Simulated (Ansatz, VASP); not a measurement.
# One calculation of S, two programs

```
S
1.0
     0.00000    2.07567    2.07567
     2.07567    0.00000    2.07567
     2.07567    2.07567    0.00000
S
2
Direct
  0.87500 0.87500 0.87500
  0.12500 0.12500 0.12500
```

Change from the starting cell: volume scaled by 0.4, crystal datasets.

Alike in both runs: task single point; functional LDA; k mesh 13 × 13 × 13; occupations fermi-dirac, width 0.05 eV; no spin polarisation.

```csv
,VASP,Ansatz
version,VASP 6.6.1,Ansatz 0.2.0
potentials or method,"VASP PAW LDA potentials, release 64 (S), cutoff 520 eV","all-electron PAW with datasets made for the crystal, scalar-relativistic"
```

```csv
,VASP,Ansatz,Ansatz less VASP
pressure (GPa),186.8,191.9,+5.05
```

LDA's correlation is that of Perdew and Zunger in VASP and of Perdew and Wang (1992) in Ansatz. Both programs put the cell under a high pressure, so it lies far from rest at this level. Ansatz ran all-electron here, and VASP with PAW potentials.

Noted on VASP's run: the cell as given lies far from equilibrium.
